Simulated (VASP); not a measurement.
Crystal: KBr.

```
K Br
1.0
     4.64239    0.00000    0.00000
    -2.32119    4.02043    0.00000
     0.00000    0.00000    8.10767
K Br
2 2
Direct
  0.00000 0.00000 0.00000
  0.00000 0.00000 0.50000
  0.33333 0.66667 0.25000
  0.66667 0.33333 0.75000
```

| Property | Result |
| --- | --- |
| Program | VASP 6.6.1 |
| Task | relaxation of cell and atoms |
| Functional | LDA |
| Potentials or basis | VASP PAW LDA potentials, release 64 (K_sv, Br) |
| Cutoff | 600 eV |
| k mesh | 6 × 6 × 4 |
| Occupations | fermi-dirac, width 0.02 eV |
| Spin | no spin polarisation |

At the start: pressure -2.1 GPa; volume 37.83 Å³/atom.

Task: How do energy, volume and symmetry change on relaxing?

Result: Over 9 steps the energy falls by 39.2 meV/atom and the volume is 32.56 Å³/atom (-13.9 %); space group P6_3/mmc (No. 194, to 0.1 Å) before and after.

The path:
| step | energy change (eV) | largest force (eV/Å) | pressure (GPa) | volume (Å³) |
| --- | --- | --- | --- | --- |
| 1 | 0.0000 | 0.0000 | -2.06 | 151.32 |
| 2 | -0.1109 | 0.0000 | -1.28 | 140.90 |
| 3 | -0.1552 | 0.0000 | -0.20 | 131.75 |
| 4 | -0.1560 | 0.0000 | 0.02 | 130.27 |
| 5 | -0.1560 | 0.0000 | -0.04 | 130.67 |
| 6 | -0.1563 | 0.0000 | -0.04 | 130.63 |
| 7 | -0.1568 | 0.0000 | -0.04 | 130.52 |
| 8 | -0.1569 | 0.0000 | -0.03 | 130.50 |
| 9 | -0.1569 | 0.0000 | 0.01 | 130.22 |

Final structure:
```
CELL_PARAMETERS angstrom
4.39896 0.00000 0.00000
-2.19948 3.80961 0.00000
0.00000 0.00000 7.77058
ATOMIC_POSITIONS crystal
K 0.00000 0.00000 0.00000
K 0.00000 0.00000 0.50000
Br 0.33333 0.66667 0.25000
Br 0.66667 0.33333 0.75000
```
